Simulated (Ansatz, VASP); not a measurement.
Two plane-wave programs on V8H

```
CELL_PARAMETERS angstrom
-3.02765 3.01882 3.02765
3.02765 -3.01882 3.02765
3.02765 3.01882 -3.02765
ATOMIC_POSITIONS crystal
V 0.99527 0.98831 0.98358
V 0.99304 0.98831 0.50473
V 0.99927 0.50304 0.99623
V 0.99527 0.51169 0.50696
V 0.49319 0.99696 0.99623
V 0.50377 0.99696 0.50073
V 0.50377 0.50304 0.00681
V 0.51642 0.51169 0.50473
H 0.12500 0.25000 0.37500
```

Alike in both runs: functional PBE; k mesh 8 × 8 × 8; occupations gaussian, width 0.1 eV; no spin polarisation.

Ansatz relaxed the structure, and its values are those at the end. VASP's run is a single point on that final structure, the one shown.

```csv
,VASP,Ansatz
version,VASP 6.6.1,Ansatz 0.2.0
potentials or method,"VASP PAW PBE potentials, release 64 (V_sv, H), cutoff 520 eV","scalar-relativistic, plane waves, PAW"
valence electrons in the cell,105,105
```

VASP gave:

```
gap on the k mesh at the Fermi level (eV) : none
pressure (GPa)                            : 0.2
rms of the force components (eV/Å)        : 0.008
```

Question: Which values does Ansatz return?

Answer: gap on the k mesh at the Fermi level (eV): none; pressure (GPa): 0.0; rms of the force components (eV/Å): 0.006.

A gap of «none» marks a metal or a gap that the smearing closes. The functional is the same, so the differences come from potentials, cutoffs and numerics.
